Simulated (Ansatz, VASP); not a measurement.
One calculation of Ge, two programs

Contents of INCAR:

```
ALGO     = Normal         # electronic algorithm
EDIFF    = 1E-6           # SCF threshold, eV
ENCUT    = 500            # plane-wave cutoff, eV
GGA      = PE             # functional
GGA_COMPAT= False        
ISIF     = 2              # what is computed and relaxed
ISMEAR   = 0              # smearing method
LASPH    = True           # aspherical terms in the spheres
LCHARG   = False          # write CHGCAR
LREAL    = False          # projectors in reciprocal space
LWAVE    = False          # write WAVECAR
NBANDS   = 21             # bands
NELM     = 120            # most SCF steps
PREC     = Accurate       # precision mode
SIGMA    = 0.15           # smearing width, eV
```

Contents of KPOINTS:

```
k-points
0
Gamma
  14 14 14
```

POSCAR

```
Ge
1.0
    0.0000000000      2.6024684000      2.9419208000
    2.6024684000      0.0000000000      2.9419208000
    2.6024684000      2.6024684000      0.0000000000
Ge
2
Direct
    0.5000000000      0.5000000000      0.5000000000
    0.7500000000      0.7500000000      0.7500000000
```

Input for Ansatz:

```yaml
crystal:
  lattice:
    - [0.0, 2.6024684, 2.9419208]
    - [2.6024684, 0.0, 2.9419208]
    - [2.6024684, 2.6024684, 0.0]
  atoms:
    - { symbol: Ge, position: [0.5, 0.5, 0.5] }
    - { symbol: Ge, position: [0.75, 0.75, 0.75] }
basis:
  ecutwfc: 420
kpoints:
  mp_grid: { grid: [14, 14, 14] }
hamiltonian:
  xc: pbe
scf:
  occupations: { method: gaussian, width: 0.15 }
output:
  forces: true
  stress: true
  eigenvalues: true
```

Change from the starting cell: strain -0.080 along x and y, +0.040 along z, atoms carried along.

Alike in both runs: task single point; functional PBE; k mesh 14 × 14 × 14; occupations gaussian, width 0.15 eV; no spin polarisation.

```csv
,VASP,Ansatz
version,VASP 6.6.1,Ansatz 0.2.0
potentials or method,"VASP PAW PBE potentials, release 64 (Ge_d), cutoff 500 eV","scalar-relativistic, plane waves, PAW"
valence electrons in the cell,28,28
```

|  | VASP | Ansatz | Ansatz less VASP |
| --- | --- | --- | --- |
| gap on the k mesh at the Fermi level (eV) | none | none | - |
| pressure (GPa) | 16.2 | 16.2 | +0.04 |
| traceless stress, the component that is largest in VASP (GPa) | -7.36 | -7.34 | +0.012 |

A gap of «none» marks a metal or a gap that the smearing closes.
